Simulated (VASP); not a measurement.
# Fe (Fm-3m) in VASP: further runs, part 2 of 2

VASP 6.6.1. The steps go on from the part before.

## Step 5: Single point, PBE, collinear spin, ferromagnetic start

Input file INCAR:

```
PREC = Accurate ; ENCUT = 520
EDIFF = 1E-7 ; ISMEAR = -1
SIGMA = 0.1 ; LREAL = F
LASPH = T ; NELM = 150
ALGO = Normal ; ISIF = 2
LWAVE = F ; LCHARG = F
ISPIN = 2 ; MAGMOM = 1.65
LORBIT = 11 ; NUPDOWN = 1.65
LMAXMIX = 4 ; GGA = PE
NBANDS = 14
```

Input file KPOINTS:

```
Automatic mesh
0
Gamma
  11 11 11
```

Input file POSCAR:

```
Fe
1.0
    0.0000000000      1.7635000000      1.7635000000
    1.7635000000      0.0000000000      1.7635000000
    1.7635000000      1.7635000000      0.0000000000
Fe
1
Direct
    0.0000000000      0.0000000000      0.0000000000
```

Potentials or basis: VASP PAW PBE potentials, release 64 (Fe).

The run is started by

```bash
$ cat potpaw_PBE.64/Fe/POTCAR > POTCAR
$ mpirun -np 1 vasp_std > vasp.out
```

OUTCAR:

```text
PREC = Accurate
   ENCUT = 520
   EDIFF = 1E-7
   ISMEAR = -1
   LREAL = F
   LASPH = T
   NELM = 150
   ISIF = 2
   ISPIN = 2
   LORBIT = 11
   NUPDOWN = 1.65
   GGA = PE

 ion  position               nearest neighbor table
   1  0.000  0.000  0.000-

  LATTYP: Found a face centered cubic cell.
 ALAT       =     3.5270000000

  Lattice vectors:

 A1 = (   0.0000000000,   1.7635000000,   1.7635000000)
 A2 = (   1.7635000000,   0.0000000000,   1.7635000000)
[... 1023 lines left out ...]
  -------------------------------------------------------------------------------------
  Total        0.0303244      0.0303244      0.0303244      0.0000000      0.0000000     -0.0000000
  in kB        4.4294150      4.4294150      4.4294150      0.0000000      0.0000000     -0.0000000
  external PRESSURE =       4.4294150 kB  Pullay stress =       0.0000000 kB

 VOLUME and BASIS-vectors are now :
 -----------------------------------------------------------------------------
  energy-cutoff  :      520.00
  volume of cell :       10.97
      direct lattice vectors                 reciprocal lattice vectors
     0.000000000  1.763500000  1.763500000    -0.283527077  0.283527077  0.283527077
     1.763500000  0.000000000  1.763500000     0.283527077 -0.283527077  0.283527077
     1.763500000  1.763500000  0.000000000     0.283527077  0.283527077 -0.283527077

 POSITION                                       TOTAL-FORCE (eV/Angst)
 -----------------------------------------------------------------------------------
      0.00000      0.00000      0.00000         0.000000      0.000000      0.000000
 -----------------------------------------------------------------------------------
    total drift:                                0.000000      0.000000      0.000000

  FREE ENERGIE OF THE ION-ELECTRON SYSTEM (eV)
  ---------------------------------------------------
  free  energy   TOTEN  =        -8.0961524924 eV

  energy  without entropy=       -8.0292759487  energy(sigma->0) =       -8.06271422

 total charge

# of ion       s       p       d       tot
------------------------------------------
    1        0.507   0.570   6.264   7.341

 magnetization (x)

# of ion       s       p       d       tot
------------------------------------------
    1       -0.011  -0.030   1.678   1.637
```

OSZICAR:

```text
N       E                     dE             d eps       ncg     rms          rms(c)
DAV:   1     0.222414269025E+02    0.22241E+02   -0.38937E+03  3452   0.697E+02
DAV:   2    -0.842203807721E+01   -0.30663E+02   -0.28544E+02  3442   0.131E+02
DAV:   3    -0.932408302433E+01   -0.90204E+00   -0.89284E+00  3772   0.231E+01
DAV:   4    -0.932685097510E+01   -0.27680E-02   -0.27677E-02  3634   0.117E+00
DAV:   5    -0.932686318127E+01   -0.12206E-04   -0.12206E-04  3814   0.794E-02    0.118E+01
DAV:   6    -0.822795052964E+01    0.10989E+01   -0.11361E+01  3958   0.386E+01    0.438E+00
DAV:   7    -0.811475673755E+01    0.11319E+00   -0.75443E-01  3802   0.959E+00    0.277E+00
DAV:   8    -0.810450255121E+01    0.10254E-01   -0.70559E-03  3894   0.608E-01    0.990E-01
DAV:   9    -0.809673824020E+01    0.77643E-02   -0.62884E-03  4292   0.502E-01    0.228E-01
DAV:  10    -0.809613819252E+01    0.60005E-03   -0.29909E-04  3690   0.163E-01    0.406E-02
DAV:  11    -0.809615059951E+01   -0.12407E-04   -0.18869E-05  3664   0.447E-02    0.308E-02
DAV:  12    -0.809615182983E+01   -0.12303E-05   -0.16816E-06  3634   0.140E-02    0.458E-03
DAV:  13    -0.809615238383E+01   -0.55401E-06   -0.37812E-07  3670   0.531E-03    0.115E-03
DAV:  14    -0.809615248484E+01   -0.10101E-06   -0.91625E-09  2108   0.820E-04    0.485E-04
DAV:  15    -0.809615249235E+01   -0.75071E-08   -0.17893E-09  1808   0.298E-04
   1 F= -.80961525E+01 E0= -.80627142E+01  d E =-.668765E-01  mag=     1.6500
```

It took 34 s on 1 thread of Intel Xeon 8259CL, shared host; peak memory 0.14 GiB.

What came out:

```
Free energy                                           : -8.0962 eV
Pressure                                              : 0.4 GPa
Net moment                                            : 1.65 μB per cell
Site moments                                          : Fe +1.64 μB
Valence electrons inside the program's atomic spheres : Fe 7.34
```

Caveat: the total moment is fixed, so each spin has its own Fermi level.

## Step 6: Single point, PBE, collinear spin, ferromagnetic start

Input file INCAR:

```
PREC = Accurate
ENCUT = 520
EDIFF = 1E-7
ISMEAR = -1
SIGMA = 0.1
LREAL = False
LASPH = True
NELM = 150
ALGO = Normal
ISIF = 2
LWAVE = False
LCHARG = True
ISPIN = 2
MAGMOM = 2.32
LORBIT = 11
NUPDOWN = 2.32
LMAXMIX = 4
GGA = PE
LELF = True
LVHAR = True
NBANDS = 14
```

Input file KPOINTS:

```
regular mesh
0
Gamma
  11 11 11
```

POSCAR is that of step 5.

Potentials or basis: VASP PAW PBE potentials, release 64 (Fe).

The run is started by

```bash
$ cat potpaw_PBE.64/Fe/POTCAR > POTCAR
$ mpirun -np 1 vasp_std > vasp.out
```

Run time: 26 s. Hardware: 1 thread of Intel Xeon 8259CL, shared host; peak memory 0.14 GiB.

It converged, with:

| Quantity | Value |
| --- | --- |
| Free energy | -8.0655 eV |
| Pressure | 15.2 GPa |
| Net moment | 2.32 μB per cell |
| Site moments | Fe +2.30 μB |
| Valence electrons inside the program's atomic spheres | Fe 7.35 |

Caveat: the total moment is fixed, so each spin has its own Fermi level.

## Step 7: Single point, PBE, collinear spin, ferromagnetic start

Input file INCAR:

```
ALGO = Normal
EDIFF = 1E-6
ENCUT = 520
GGA = PE
ISIF = 2
ISMEAR = -1
ISPIN = 2
LASPH = True
LCHARG = False
LMAXMIX = 4
LORBIT = 11
LREAL = False
LWAVE = False
MAGMOM = 0.4
NBANDS = 14
NELM = 150
PREC = Accurate
SIGMA = 0.1
```

Input file KPOINTS:

```
k-points
0
Gamma
  11 11 11
```

POSCAR is that of step 6.

The run is started by

```bash
$ cat potpaw_PBE.64/Fe/POTCAR > POTCAR
$ mpirun -np 1 vasp_std > vasp.out
```

Wall time 38 s (1 thread of Intel Xeon 8259CL, shared host); peak memory 0.14 GiB.

Results (log left out):

| Quantity | Value |
| --- | --- |
| Free energy | -8.0650 eV |
| Pressure | -16.1 GPa |
| Band gap on the k mesh | zero (filled and empty bands overlap) |
| Net moment | 0.00 μB per cell |
| Valence electrons inside the program's atomic spheres | Fe 7.33 |

Levels at points of the mesh, in eV from the Fermi level:
Spin up:
```
           k point  band 2  band 3  band 4  band 5  band 6  band 7
(0.00, 0.00, 0.00)   -1.46   -1.46   -1.46   -0.06   -0.06   22.75
```
Spin down:
```tsv
k point	band 2	band 3	band 4	band 5	band 6	band 7
(0.00, 0.00, 0.00)	-1.46	-1.46	-1.46	-0.06	-0.06	22.74
```

## Step 8: The runs side by side

```csv
fixed moment (μB),pressure (GPa),moment (μB)
2.65,24.0,2.65
0.33,-15.4,0.33
0.99,-9.6,0.99
1.65,0.4,1.65
2.32,15.2,2.32
-,-16.1,0.00
```

Alike in all rows: task single point; level PBE; potentials or basis VASP PAW PBE potentials, release 64 (Fe); spin collinear, ferromagnetic start; cell as given; k mesh 11 × 11 × 11; cutoff (eV) 520; smearing fermi-dirac 0.1 eV.

Caveats: the total moment is fixed, so each spin has its own Fermi level (some runs).

Absolute energies hang on the potentials; compare differences alone.
